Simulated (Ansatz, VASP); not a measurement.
One calculation of W, two programs

```
W
1.0
    -1.72508    1.72508    1.59730
     1.72508   -1.72508    1.59730
     1.72508    1.72508   -1.59730
W
1
Direct
  0.00000 0.00000 0.00000
```

Change from the starting cell: strain +0.080 along x and y, +0.000 along z, atoms carried along.

Alike in both runs: task single point; functional PBE; k mesh 20 × 20 × 20; occupations gaussian, width 0.15 eV; no spin polarisation.

|  | VASP | Ansatz |
| --- | --- | --- |
| version | VASP 6.6.1 | Ansatz 0.2.0 |
| potentials or method | VASP PAW PBE potentials, release 64 (W_sv), cutoff 520 eV | scalar-relativistic, plane waves, PAW |
| valence electrons in the cell | 14 | 14 |

|  | VASP | Ansatz | Ansatz less VASP |
| --- | --- | --- | --- |
| gap on the k mesh at the Fermi level (eV) | none | none | - |
| pressure (GPa) | -34.2 | -34.3 | -0.12 |
| traceless stress, the component that is largest in VASP (GPa) | 10.71 | 10.72 | +0.011 |

A gap of «none» marks a metal or a gap that the smearing closes. Both programs put the cell under strong tension, so it lies far from rest at this level.

Spin-orbit coupling is off throughout. Noted on VASP's run: the cell as given lies far from equilibrium.
